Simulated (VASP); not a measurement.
Here is a VASP 6.6.1 calculation.

INCAR

```
SYSTEM = TaN
ALGO = Normal
EDIFF = 1E-7
ENCUT = 520
ISIF = 2
ISMEAR = -1
LASPH = .TRUE.
LCHARG = .TRUE.
LELF = .TRUE.
LREAL = .FALSE.
LVHAR = .TRUE.
LWAVE = .FALSE.
NBANDS = 15
NELM = 80
PREC = Accurate
SIGMA = 0.1
```

The input KPOINTS:

```
k-points
0
G
  11 11 11
  0 0 0
```

File POSCAR:

```
TaN
1.0
    0.0000000000      2.2076743409      2.2076743409
    2.2076743409      0.0000000000      2.2076743409
    2.2076743409      2.2076743409      0.0000000000
Ta N
1 1
Direct
    0.5000000000      0.5000000000      0.5000000000
    0.0000000000      0.0000000000      0.0000000000
```

Potentials or basis: VASP PAW LDA potentials, release 64 (Ta_pv, N).

The run is started by

```bash
$ cat potpaw_LDA.64/Ta_pv/POTCAR potpaw_LDA.64/N/POTCAR > POTCAR
$ mpirun -np 1 vasp_std > vasp.out
```

What does it give for the pressure?

-13.7 GPa.

What does it give for the band gap on the k mesh?

Zero (band 8 reaches 10.92 eV, above the bottom of band 9 at 7.16 eV).

Caveat: spin-orbit coupling is left out, which moves the levels of the heavy elements.
